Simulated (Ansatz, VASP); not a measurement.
**One calculation of N, two programs**

```
N
1.0
    -3.81655    0.00000    0.00000
    -1.90828   -3.30523    0.00000
    -0.38166    0.00000   14.82904
N
8
Direct
  0.24212 0.33333 0.91216
  0.29212 0.33333 0.41216
  0.24955 0.33333 0.83784
  0.29955 0.33333 0.33784
  0.65045 0.66667 0.16216
  0.60045 0.66667 0.66216
  0.65788 0.66667 0.08784
  0.60788 0.66667 0.58784
```

Alike in both runs: task single point; functional PBE; dispersion D3(BJ); k mesh 7 × 7 × 2; occupations gaussian, width 0.05 eV; no spin polarisation.

|  | VASP | Ansatz |
| --- | --- | --- |
| version | VASP 6.6.1 | Ansatz 0.2.0 |
| potentials or method | VASP PAW PBE potentials, release 64 (N), cutoff 520 eV | scalar-relativistic, plane waves, PAW |
| valence electrons in the cell | 40 | 40 |

VASP gave:

```
gap on the k mesh at the Fermi level (eV)                     : 7.05
least direct gap on the mesh (eV)                             : 7.13
pressure (GPa)                                                : 2.0
traceless stress, the component that is largest in VASP (GPa) : 4.37
rms of the force components (eV/Å)                            : 1.004
```

**Question.** Estimate Ansatz's values.

**Answer.** gap on the k mesh at the Fermi level (eV): 7.09; least direct gap on the mesh (eV): 7.17; pressure (GPa): 0.0; traceless stress, the component that is largest in VASP (GPa): 0.05; rms of the force components (eV/Å): 0.011.

Atom by atom the forces differ by 1.007 eV/Å (rms over components).

Noted on VASP's run: the standard files for N, O and F lose accuracy on very short bonds.
